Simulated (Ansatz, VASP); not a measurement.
## Al: VASP beside Ansatz

Contents of INCAR:

```
  ALGO = Fast
  EDIFF = 1E-6
  ENCUT = 520
  GGA = PE
  ISIF = 2
  ISMEAR = 0
  IVDW = 12
  LASPH = T
  LCHARG = T
  LELF = T
  LREAL = F
  LVHAR = T
  LWAVE = F
  NBANDS = 8
  NELM = 80
  PREC = Accurate
  SIGMA = 0.15
```

The input KPOINTS:

```
k-points
0
Gamma
  22 22 22
```

POSCAR

```
Al
1.0
    0.0000000000      2.3040339655      1.5660518864
    2.3040339655      0.0000000000      1.5660518864
    2.3040339655      2.3040339655      0.0000000000
Al
1
Direct
    0.0000000000      0.0000000000      0.0000000000
```

Input for Ansatz:

```yaml
crystal:
  lattice:
    - [0.0, 2.3040339655, 1.5660518864]
    - [2.3040339655, 0.0, 1.5660518864]
    - [2.3040339655, 2.3040339655, 0.0]
  atoms:
    - { symbol: Al, position: [0.0, 0.0, 0.0] }
basis:
  ecutwfc: 420
kpoints:
  mp_grid: { grid: [22, 22, 22] }
hamiltonian:
  xc: pbe
  pseudopotentials: { kind: paw, azcp: { folder: soft_1 } }
  dispersion: d3bj
scf:
  occupations: { method: gaussian, width: 0.15 }
output:
  forces: true
  stress: true
  eigenvalues: true
```

Alike in both runs: task single point; functional PBE; dispersion D3(BJ); k mesh 22 × 22 × 22; occupations gaussian, width 0.15 eV; no spin polarisation.

|  | VASP | Ansatz |
| --- | --- | --- |
| version | VASP 6.6.1 | Ansatz 0.2.0 |
| potentials or method | VASP PAW PBE potentials, release 64 (Al), cutoff 520 eV | scalar-relativistic, plane waves, PAW |
| valence electrons in the cell | 3 | 3 |

|  | VASP | Ansatz | Ansatz less VASP |
| --- | --- | --- | --- |
| gap on the k mesh at the Fermi level (eV) | none | none | - |
| pressure (GPa) | -2.1 | -2.1 | -0.01 |
| traceless stress, the component that is largest in VASP (GPa) | -0.82 | -0.82 | +0.003 |

A gap of «none» marks a metal or a gap that the smearing closes.
